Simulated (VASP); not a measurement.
Crystal: BN.

```
B N
1.0
     2.50804    0.00000    0.00000
    -1.24671    2.17623    0.00000
    -0.63067   -1.08812    3.02254
B N
1 1
Direct
  0.97964 0.98350 0.00181
  0.66851 0.33238 0.98500
```

- Program: VASP 6.6.1
- Task: relaxation of cell and atoms
- Functional: PBE
- Dispersion: D3(BJ)
- Potentials or basis: VASP PAW PBE potentials, release 64 (B, N)
- Cutoff: 600 eV
- k mesh: 10 × 10 × 10
- Occupations: gaussian, width 0.1 eV
- Spin: no spin polarisation

At the start: pressure 1.7 GPa; volume 8.25 Å³/atom.

Task: How do energy, volume and symmetry change on relaxing?

Result: Over 17 steps the energy falls by 65.9 meV/atom and the volume is 8.98 Å³/atom (+8.9 %); space group P1 (No. 1, to 0.1 Å) before, Fmm2 (No. 42, to 0.1 Å).

The path:
```tsv
step	energy change (eV)	largest force (eV/Å)	pressure (GPa)	volume (Å³)
1	0.0000	2.7248	1.66	16.50
2	0.7962	10.0213	20.26	16.69
3	-0.1011	0.5742	-0.30	16.55
4	-0.1011	0.5714	-0.31	16.55
5	-0.1032	0.9898	4.28	16.53
6	-0.1123	0.4090	1.98	16.54
7	-0.1152	0.4379	2.25	16.72
8	-0.1178	0.1443	2.10	16.65
9	-0.1207	0.2780	0.27	16.89
10	-0.1207	0.2672	0.32	16.88
11	-0.1234	0.1853	-0.04	17.03
12	-0.1259	0.2878	-0.74	17.35
13	-0.1283	0.1905	-0.26	17.45
14	-0.1301	0.2627	0.83	17.68
15	-0.1314	0.1183	0.82	17.83
16	-0.1315	0.1101	0.82	17.90
17	-0.1319	0.0432	0.09	17.96
```

Final structure:
```cif
data_structure
_symmetry_space_group_name_H-M 'P 1'
_symmetry_Int_Tables_number 1
_cell_length_a 2.5047
_cell_length_b 2.5055
_cell_length_c 3.5331
_cell_angle_alpha 100.169
_cell_angle_beta 100.262
_cell_angle_gamma 119.947
_cell_volume 17.96
loop_
_atom_site_label
_atom_site_type_symbol
_atom_site_fract_x
_atom_site_fract_y
_atom_site_fract_z
_atom_site_occupancy
B1 B 0.99108 0.99124 0.99367 1
N1 N 0.65707 0.32465 0.99313 1
```

Caveat: the relaxation stopped at a loose force limit of 0.05 eV/Å, so its end isn't a converged minimum.
